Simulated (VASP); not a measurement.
# Pt (Fm-3m) in VASP: further runs

Runs on Pt. Level: LDA. Tasks: single point.

Program: VASP 6.6.1. These are calculated values, not measurements. Logs are shortened: lines on timing, memory, paths and dates and some standing lists are left out, and cuts for length are marked.

**1. The cell of the first run**

The structure is cubic, space group Fm-3m (No. 225). The conventional cell has a = 3.912 Å, b = 3.912 Å, c = 3.912 Å, α = 90.00°, β = 90.00°, γ = 90.00°. Pt (site symmetry m-3m) has 12 Pt at 2.77 Å within 3.6 Å.

**2. Single point, LDA**

The input, INCAR:

```
SYSTEM = Pt
  ALGO = Normal
  EDIFF = 1E-6
  ENCUT = 500
  GGA_COMPAT = .False.
  ISIF = 2
  ISMEAR = -1
  LASPH = .True.
  LCHARG = .False.
  LREAL = .False.
  LWAVE = .False.
  NBANDS = 11
  NELM = 120
  PREC = Accurate
  SIGMA = 0.05
```

The input, KPOINTS:

```
k-points
0
Gamma
  13 13 13
  0 0 0
```

The input, POSCAR:

```
Pt
1.0
    0.0000000000      1.9560000000      1.9560000000
    1.9560000000      0.0000000000      1.9560000000
    1.9560000000      1.9560000000      0.0000000000
Pt
1
Direct
    0.0000000000      0.0000000000      0.0000000000
```

Potentials or basis: VASP PAW LDA potentials, release 64 (Pt).

Run with:

```console
$ cat potpaw_LDA.64/Pt/POTCAR > POTCAR
$ mpirun -np 1 vasp_std > vasp.out
```

OUTCAR:

```text
SYSTEM = Pt
   EDIFF = 1E-6
   ENCUT = 500
   ISIF = 2
   ISMEAR = -1
   LASPH = .True.
   LREAL = .False.
   NELM = 120
   PREC = Accurate

 ion  position               nearest neighbor table
   1  0.000  0.000  0.000-

  LATTYP: Found a face centered cubic cell.
 ALAT       =     3.9120000000

  Lattice vectors:

 A1 = (   0.0000000000,   1.9560000000,   1.9560000000)
 A2 = (   1.9560000000,   0.0000000000,   1.9560000000)
 A3 = (   1.9560000000,   1.9560000000,   0.0000000000)

Analysis of symmetry for initial positions (statically):
[... 33 lines left out ...]
                                     Primitive cell

  volume of cell :      14.9671

  direct lattice vectors                    reciprocal lattice vectors
     0.000000000  1.956000000  1.956000000    -0.255623722  0.255623722  0.255623722
     1.956000000  0.000000000  1.956000000     0.255623722 -0.255623722  0.255623722
     1.956000000  1.956000000  0.000000000     0.255623722  0.255623722 -0.255623722

  length of vectors
     2.766201728  2.766201728  2.766201728     0.442753274  0.442753274  0.442753274

  position of ions in fractional coordinates (direct lattice)
     0.000000000  0.000000000  0.000000000

  ion indices of the primitive-cell ions
   primitive index   ion index
                 1           1

----------------------------------------------------------------------------------------

 KPOINTS: k-points

Automatic generation of k-mesh.
 Grid dimensions read from file:
 generate k-points for:   13   13   13

 Generating k-lattice:

  Cartesian coordinates                     Fractional coordinates (reciprocal lattice)
    -0.019663363  0.019663363  0.019663363     0.076923077  0.000000000  0.000000000
     0.019663363 -0.019663363  0.019663363     0.000000000  0.076923077  0.000000000
     0.019663363  0.019663363 -0.019663363     0.000000000  0.000000000  0.076923077

  Length of vectors
     0.034057944  0.034057944  0.034057944

  Shift w.r.t. Gamma in fractional coordinates (k-lattice)
     0.000000000  0.000000000  0.000000000

 Subroutine IBZKPT returns following result:
 ===========================================

 Found     84 irreducible k-points:

 Following reciprocal coordinates:
            Coordinates               Weight
  0.000000  0.000000  0.000000      1.000000
  0.076923  0.000000  0.000000      8.000000
  0.153846  0.000000  0.000000      8.000000
  0.230769  0.000000  0.000000      8.000000
  0.307692  0.000000  0.000000      8.000000
  0.384615  0.000000  0.000000      8.000000
[... 16 lines left out ...]
  0.384615  0.153846  0.000000     24.000000
  0.461538  0.153846  0.000000     24.000000
 [... further k-points ...]
   k-points           NKPTS =     84   k-points in BZ     NKDIM =     84   number of bands    NBANDS=     11
   number of dos      NEDOS =    301   number of ions     NIONS =      1
   total plane-waves  NPLWV =   8000
   dimension x,y,z NGX =    20 NGY =   20 NGZ =   20
   dimension x,y,z NGXF=    40 NGYF=   40 NGZF=   40
   ions per type =               1
   NGX,Y,Z   is equivalent  to a cutoff of  12.02, 12.02, 12.02 a.u.
   NGXF,Y,Z  is equivalent  to a cutoff of  24.04, 24.04, 24.04 a.u.
 SYSTEM =  Pt
   PREC   = accura    normal or accurate (medium, high low for compatibility)
   ISTART =      0    job   : 0-new  1-cont  2-samecut
   ICHARG =      2    charge: 1-file 2-atom 10-const
   ISPIN  =      1    spin polarized calculation?
   LNONCOLLINEAR =      F non collinear calculations
   LSORBIT =      F    spin-orbit coupling
   LASPH  =      T    aspherical Exc in radial PAW
   ENCUT  =  500.0 eV  36.75 Ry    6.06 a.u.   5.04  5.04  5.04*2*pi/ulx,y,z
   NELM   =    120;   NELMIN=  2; NELMDL= -5     # of ELM steps
   EDIFF  = 0.1E-05   stopping-criterion for ELM
   LREAL  =      F    real-space projection
   EDIFFG = 0.1E-04   stopping-criterion for IOM
   NSW    =      0    number of steps for IOM
   IBRION =     -1    ionic relax: 0-MD 1-quasi-New 2-CG
   NFREE  =      0    steps in history (QN), initial steepest desc. (CG)
   ISIF   =      2    stress and relaxation
   ISYM   =      2    0-nonsym 1-usesym 2-fastsym
   POTIM  = 0.5000    time-step for ionic-motion
   TEBEG  =    0.0;   TEEND  =   0.0 temperature during run
   PSTRESS=    0.0 pullay stress
   NELECT =      10.0000    total number of electrons
   NUPDOWN=      -1.0000    fix difference up-down
   EMIN   =  10.00;   EMAX   =-10.00  energy-range for DOS
   EFERMI =   0.00;   METHOD = LEGACY
   ISMEAR =    -1;   SIGMA  =   0.05  broadening in eV -4-tet -1-fermi 0-gaus
   EFERMI_NEDOS =   21; number of points for ismear=-14 and -15
   IALGO  =     38    algorithm
   IMIX   =      4    mixing-type and parameters
     AMIX     =   0.40;   BMIX     =  1.00
     AMIX_MAG =   1.60;   BMIX_MAG =  1.00
  volume/ion in A,a.u.               =      14.97       101.00
  Fermi-wavevector in a.u.,A,eV,Ry     =   1.431186  2.704549 27.868711  2.048292
  Thomas-Fermi vector in A             =   2.550950
   LORBIT       =      0    0 simple, 1 ext, 2 COOP (PROOUT), +10 PAW based schemes
   GGA     = CA    functional components
   LHFCALC =     F    Hartree Fock is set to
   AEXX    =    0.0000 exact exchange contribution
   IVDW    =     0    specifies the selected vdW correction
   LEPSILON=     F    determine dielectric tensor
   LRPA    =     F    only Hartree local field effects (RPA)
 non-spin polarized calculation
  energy-cutoff  :      500.00
  volume of cell :       14.97
 maximum number of plane-waves:       388
   NGX =  9   NGY =  9   NGZ =  9

 number of electron      10.0000001 magnetization

 Free energy of the ion-electron system (eV)
  ---------------------------------------------------
  ext. energy  EPLUGINS =         0.00000000
  ---------------------------------------------------
  free energy    TOTEN  =        -7.50386626 eV

  energy without entropy =       -7.48598749  energy(sigma->0) =       -7.49492687

 E-fermi :  11.2766     XC(G=0): -13.7329

 val. band max:       11.2665324887   @ k =   0.4615   0.0000   0.0000
 cond. band min:      11.2776969168   @ k =   0.4615   0.4615   0.0000
 fundamental gap:      0.0111644281
 Fermi energy:        11.2766406311

 k-point     1 :       0.0000    0.0000    0.0000
  band No.  band energies     occupation
      1       0.9568      2.00000
      2       7.4147      2.00000
      3       7.4147      2.00000
      4       7.4147      2.00000
      5       9.6332      2.00000
      6       9.6332      2.00000
      7      25.8897      0.00000
      8      30.8532      0.00000
      9      30.8532      0.00000
     10      30.8532      0.00000
     11      36.3363      0.00000

 k-point     2 :       0.0769    0.0000    0.0000
  band No.  band energies     occupation
      1       1.1959      2.00000
      2       7.3092      2.00000
      3       7.5089      2.00000
      4       7.5089      2.00000
      5       9.5810      2.00000
      6       9.5810      2.00000
      7      26.2627      0.00000
      8      29.7065      0.00000
      9      31.2248      0.00000
     10      31.2248      0.00000
     11      37.5644      0.00000

 k-point     3 :       0.1538    0.0000    0.0000
  band No.  band energies     occupation
      1       1.8679      2.00000
      2       7.0830      2.00000
      3       7.7173      2.00000
      4       7.7173      2.00000
      5       9.5177      2.00000
      6       9.5177      2.00000
      7      27.1656      0.00000
      8      27.5978      0.00000
      9      32.2735      0.00000
     10      32.2735      0.00000
     11      36.7247      0.00000

 k-point     4 :       0.2308    0.0000    0.0000
  band No.  band energies     occupation
      1       2.7893      2.00000
      2       7.0084      2.00000
      3       7.8145      2.00000
      4       7.8145      2.00000
      5       9.6989      2.00000
      6       9.6989      2.00000
      7      25.2509      0.00000
      8      27.7425      0.00000
      9      33.7090      0.00000
     10      33.7090      0.00000
     11      34.8857      0.00000

 k-point     5 :       0.3077    0.0000    0.0000
  band No.  band energies     occupation
      1       3.5399      2.00000
      2       7.5561      2.00000
      3       7.6890      2.00000
      4       7.6890      2.00000
      5      10.2264      2.00000
      6      10.2264      2.00000
      7      22.6000      0.00000
      8      27.0447      0.00000
      9      33.3319      0.00000
     10      33.3319      0.00000
     11      35.6755      0.00000

 k-point     6 :       0.3846    0.0000    0.0000
  band No.  band energies     occupation
      1       3.8147      2.00000
      2       7.4990      2.00000
      3       7.4990      2.00000
      4       8.9526      2.00000
      5      10.8502      1.99960
      6      10.8502      1.99960
      7      19.7753      0.00000
      8      26.0644      0.00000
      9      31.4760      0.00000
     10      31.4760      0.00000
     11      38.1243      0.00000

 k-point     7 :       0.4615    0.0000    0.0000
  band No.  band energies     occupation
      1       3.8442      2.00000
      2       7.3777      2.00000
      3       7.3777      2.00000
      4      10.4858      2.00000
      5      11.2665      1.10074
      6      11.2665      1.10074
      7      17.5437      0.00000
      8      25.5266      0.00000
      9      30.3774      0.00000
     10      30.3774      0.00000
     11      39.6664      0.00000

 k-point     8 :       0.0769    0.0769    0.0000
  band No.  band energies     occupation
      1       1.2763      2.00000
      2       7.2039      2.00000
      3       7.5813      2.00000
      4       7.5813      2.00000
      5       9.3975      2.00000
      6       9.7183      2.00000
      7      26.3965      0.00000
      8      30.0735      0.00000
      9      30.9153      0.00000
     10      30.9153      0.00000
     11      38.1724      0.00000
[... 141 lines left out ...]
 k-point    19 :      -0.0769    0.0769    0.0000
  band No.  band energies     occupation
      1       1.5825      2.00000
      2       7.1201      2.00000
      3       7.6434      2.00000
      4       7.6927      2.00000
      5       9.3462      2.00000
      6       9.6927      2.00000
      7      26.8322      0.00000
      8      28.7384      0.00000
      9      30.9451      0.00000
     10      32.2167      0.00000
     11      37.5864      0.00000

 k-point    20 :       0.1538    0.1538    0.0000
  band No.  band energies     occupation
      1       2.1823      2.00000
      2       6.6608      2.00000
      3       8.0732      2.00000
      4       8.0732      2.00000
      5       8.8079      2.00000
      6       9.9602      2.00000
      7      27.7931      0.00000
      8      29.1746      0.00000
      9      30.6523      0.00000
     10      30.6523      0.00000
     11      38.2841      0.00000

 k-point    21 :       0.2308    0.1538    0.0000
  band No.  band energies     occupation
      1       2.9155      2.00000
      2       6.3627      2.00000
      3       8.0947      2.00000
      4       8.3631      2.00000
      5       8.9011      2.00000
      6      10.1615      2.00000
      7      27.5721      0.00000
      8      28.7062      0.00000
      9      30.2989      0.00000
     10      31.0978      0.00000
     11      35.6499      0.00000

 k-point    22 :       0.3077    0.1538    0.0000
  band No.  band energies     occupation
      1       3.7951      2.00000
      2       6.2682      2.00000
      3       7.6616      2.00000
      4       8.4370      2.00000
      5       9.7929      2.00000
      6      10.5675      2.00000
      7      24.9521      0.00000
      8      28.5844      0.00000
      9      29.7994      0.00000
     10      31.4405      0.00000
     11      35.6191      0.00000

 k-point    23 :       0.3846    0.1538    0.0000
  band No.  band energies     occupation
      1       4.3657      2.00000
      2       6.7076      2.00000
      3       7.2995      2.00000
      4       8.2998      2.00000
      5      11.0775      1.96341
      6      11.1029      1.93997
      7      21.8765      0.00000
      8      27.5510      0.00000
      9      29.1368      0.00000
     10      31.1290      0.00000
     11      37.4029      0.00000

 k-point    24 :       0.4615    0.1538    0.0000
  band No.  band energies     occupation
      1       4.5048      2.00000
      2       6.8946      2.00000
      3       7.8011      2.00000
      4       8.1111      2.00000
      5      11.3818      0.21768
      6      12.7557      0.00000
      7      18.8965      0.00000
      8      26.7464      0.00000
      9      28.8129      0.00000
     10      29.8508      0.00000
     11      38.3337      0.00000

 [... further k-points ...]
[... 5 lines left out ...]
  --------------------------------------------------------------------------------------
  -------------------------------------------------------------------------------------
  Total       -0.3201393     -0.3201393     -0.3201393     -0.0000000      0.0000000     -0.0000000
  in kB      -34.2699141    -34.2699141    -34.2699141     -0.0000000      0.0000000     -0.0000000
  external PRESSURE =     -34.2699141 kB  Pullay stress =       0.0000000 kB

 VOLUME and BASIS-vectors are now :
 -----------------------------------------------------------------------------
  energy-cutoff  :      500.00
  volume of cell :       14.97
      direct lattice vectors                 reciprocal lattice vectors
     0.000000000  1.956000000  1.956000000    -0.255623722  0.255623722  0.255623722
     1.956000000  0.000000000  1.956000000     0.255623722 -0.255623722  0.255623722
     1.956000000  1.956000000  0.000000000     0.255623722  0.255623722 -0.255623722

 POSITION                                       TOTAL-FORCE (eV/Angst)
 -----------------------------------------------------------------------------------
      0.00000      0.00000      0.00000        -0.000000     -0.000000     -0.000000
 -----------------------------------------------------------------------------------
    total drift:                                0.000000     -0.000000     -0.000000

  FREE ENERGIE OF THE ION-ELECTRON SYSTEM (eV)
  ---------------------------------------------------
  free  energy   TOTEN  =        -7.5038662569 eV

  energy  without entropy=       -7.4859874862  energy(sigma->0) =       -7.49492687
```

Run time: 5.4 s. Hardware: 1 thread of Intel Xeon 6975P-C (Granite Rapids), shared host; peak memory 0.12 GiB.

What came out:

* Free energy: -7.5039 eV
* Pressure: -3.4 GPa
* Band gap on the k mesh: zero (band 5 reaches 11.71 eV, above the bottom of band 6 at 9.52 eV)

Caveat: spin-orbit coupling is left out, which moves the levels of the heavy elements.

**3. Single point, LDA**

The input, INCAR:

```
  ALGO = Normal
  EDIFF = 1E-6
  ENCUT = 500
  GGA_COMPAT = False
  ISIF = 2
  ISMEAR = 1
  LASPH = True
  LCHARG = False
  LREAL = False
  LWAVE = False
  NBANDS = 11
  NELM = 120
  PREC = Accurate
  SIGMA = 0.05
```

The input, KPOINTS:

```
k-points
0
Gamma
  13 13 13
```

POSCAR is that of step 2.

Potentials or basis: VASP PAW LDA potentials, release 64 (Pt).

Run with:

```console
$ cat potpaw_LDA.64/Pt/POTCAR > POTCAR
$ mpirun -np 1 vasp_std > vasp.out
```

It took 6.3 s on 1 thread of Intel Xeon 6975P-C (Granite Rapids), shared host; peak memory 0.12 GiB.

It converged, with:

* Free energy: -7.4939 eV
* Pressure: -3.6 GPa
* Band gap on the k mesh: zero (band 5 reaches 11.71 eV, above the bottom of band 6 at 9.52 eV)

Levels at points of the mesh, in eV from the Fermi level:
```csv
k point,band 3,band 4,band 5,band 6,band 7,band 8
"(0.00, 0.00, 0.00)",-3.87,-3.87,-1.65,-1.65,14.60,19.57
```

Caveat: spin-orbit coupling is left out, which moves the levels of the heavy elements.

(Part 1 of 2 ends here.)
